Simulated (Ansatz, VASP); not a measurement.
# One calculation of W, two programs

INCAR

```
SYSTEM = W
ALGO = Fast
EDIFF = 1E-6
ENCUT = 520
ISIF = 2
ISMEAR = 0
LASPH = .TRUE.
LCHARG = .FALSE.
LREAL = .FALSE.
LWAVE = .FALSE.
NBANDS = 13
NELM = 100
PREC = Accurate
SIGMA = 0.15
```

The input KPOINTS:

```
k-points
0
G
  22 22 22
  0 0 0
```

File POSCAR:

```
W
1.0
    0.0000000000      1.9526990082      2.0558015159
    1.9526990082      0.0000000000      2.0558015159
    1.9526990082      1.9526990082      0.0000000000
W
1
Direct
    0.0000000000      0.0000000000      0.0000000000
```

Input for Ansatz:

```yaml
crystal:
  lattice:
    - [0.0, 1.9526990082, 2.0558015159]
    - [1.9526990082, 0.0, 2.0558015159]
    - [1.9526990082, 1.9526990082, 0.0]
  atoms:
    - { symbol: W, position: [0.0, 0.0, 0.0] }
basis:
  ecutwfc: 420
kpoints:
  mp_grid: { grid: [22, 22, 22] }
hamiltonian:
  xc: lda
  pseudopotentials: { kind: paw, azcp: { folder: soft_1 } }
scf:
  occupations: { method: gaussian, width: 0.15 }
output:
  forces: true
  stress: true
  eigenvalues: true
```

Alike in both runs: task single point; functional LDA; k mesh 22 × 22 × 22; occupations gaussian, width 0.15 eV; no spin polarisation.

```csv
,VASP,Ansatz
version,VASP 6.6.1,Ansatz 0.2.0
potentials or method,"VASP PAW LDA potentials, release 64 (W_sv), cutoff 520 eV","scalar-relativistic, plane waves, PAW"
valence electrons in the cell,14,14
```

|  | VASP | Ansatz | Ansatz less VASP |
| --- | --- | --- | --- |
| gap on the k mesh at the Fermi level (eV) | none | none | - |
| pressure (GPa) | 1.8 | 0.1 | -1.77 |
| traceless stress, the component that is largest in VASP (GPa) | 7.36 | 7.40 | +0.044 |

Ansatz warns that its potentials were made for another functional, while VASP's fit it. LDA's correlation is that of Perdew and Zunger in VASP and of Perdew and Wang (1992) in Ansatz. A gap of «none» marks a metal or a gap that the smearing closes.

Spin-orbit coupling is off throughout.
